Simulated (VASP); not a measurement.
Write the native input for VASP 6.6.1 that does the following.

```
Task                   : single point
Functional             : LDA
Potentials or basis    : VASP PAW LDA potentials, release 64 (Co_sv, O)
Cutoff                 : 700 eV
k mesh                 : 11 × 11 × 11
Occupations            : fermi-dirac, width 0.05 eV
Spin                   : collinear spin, ferromagnetic start
Starting moments       : [2.0, 0.0] μB
Dipole correction      : no
Further INCAR settings : ALGO = Normal; EDIFF = 1e-06; NBANDS = 22
```

The structure of CoO lies in POSCAR:

```
CoO
1.0
    0.0000000000      2.0389512246      2.0389512246
    2.0389512246      0.0000000000      2.0389512246
    2.0389512246      2.0389512246      0.0000000000
Co O
1 1
Direct
    0.0000000000      0.0000000000      0.0000000000
    0.5000000000      0.5000000000      0.5000000000
```

The input as run:

INCAR

```
SYSTEM = CoO
ALGO     = Normal         ! electronic algorithm
EDIFF    = 1E-6           ! SCF threshold, eV
ENCUT    = 700            ! plane-wave cutoff, eV
GGA_COMPAT= .False.      
ISIF     = 2              ! what is computed and relaxed
ISMEAR   = -1             ! smearing method
ISPIN    = 2              ! spin polarisation
LASPH    = .True.         ! aspherical terms in the spheres
LCHARG   = .False.        ! write CHGCAR
LMAXMIX  = 4              ! l up to which the mixer works
LORBIT   = 11             ! projections on sites
LREAL    = .False.        ! projectors in reciprocal space
LWAVE    = .False.        ! write WAVECAR
MAGMOM   = 2 0            ! initial moments
NBANDS   = 22             ! bands
NELM     = 200            ! most SCF steps
PREC     = Accurate       ! precision mode
SIGMA    = 0.05           ! smearing width, eV
```

KPOINTS

```
k-points
0
Gamma
  11 11 11
  0 0 0
```

Potentials or basis: VASP PAW LDA potentials, release 64 (Co_sv, O).

Command:

```bash
$ cat potpaw_LDA.64/Co_sv/POTCAR potpaw_LDA.64/O/POTCAR > POTCAR
$ mpirun -np 1 vasp_std > vasp.out
```

Results of the run:

```json
{
 "Pressure": "-2.5 GPa",
 "Net moment": "2.07 μB per cell",
 "Site moments": "Co +1.82; O +0.17 μB",
 "Valence electrons inside the program's atomic spheres": "Co 15.02; O 4.98"
}
```

Caveat: a cell with one magnetic atom can't hold antiferromagnetic order, which such compounds often take.

It took 2.1 min on 1 thread of Intel(R) Xeon(R) Platinum 8259CL CPU @ 2.50GHz (Skylake/Cascade Lake) (shared host), peak memory 0.18 GiB.
